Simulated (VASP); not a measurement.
Set up this calculation in VASP 6.6.1, as the native input.

```yaml
Task: single point
Functional: LDA
Potentials_or_basis: VASP PAW LDA potentials, release 64 (O)
Cutoff: 520 eV
k_mesh: 22 × 22 × 22
Occupations: gaussian, width 0.15 eV
Spin: no spin polarisation
Dipole_correction: no
Further_INCAR_settings: ALGO = Normal; EDIFF = 1e-06; NBANDS = 13
```

The structure of O lies in POSCAR:

```
O
1.0
    0.0000000000      1.5309818036      3.9308242473
    1.5210982014      0.0000000000      3.9308242473
    1.5210982014      1.5309818036      0.0000000000
O
2
Direct
    0.0808467867      0.0808467867      0.9191532133
    0.9191532133      0.9191532133      0.0808467867
```

These files were run (other wordings do the same):

INCAR

```
SYSTEM = O
PREC = Accurate
ENCUT = 520
EDIFF = 1E-6
ISMEAR = 0
SIGMA = 0.15
LREAL = .FALSE.
LASPH = .TRUE.
NELM = 80
ALGO = Normal
ISIF = 2
LWAVE = .FALSE.
LCHARG = .FALSE.
NBANDS = 13
```

KPOINTS

```
Automatic mesh
0
G
  22 22 22
  0 0 0
```

Potentials or basis: VASP PAW LDA potentials, release 64 (O).

The run is started by

```sh
$ cat potpaw_LDA.64/O/POTCAR > POTCAR
$ mpirun -np 1 vasp_std > vasp.out
```

Results of the run:

```json
{
 "Pressure": "-1.3 GPa",
 "Largest force": "3.585 eV/Å",
 "Band gap on the k mesh": "zero (band 6 reaches 3.78 eV, above the bottom of band 7 at -0.20 eV)"
}
```

Caveat: spin is off for a triplet molecule; forces of over 1 eV/Å act on the atoms, so gaps and moduli don't describe the material at rest.

Wall time 3.6 min on 1 thread of Intel Xeon 6975P-C, with other jobs on the host, peak memory 0.36 GiB.
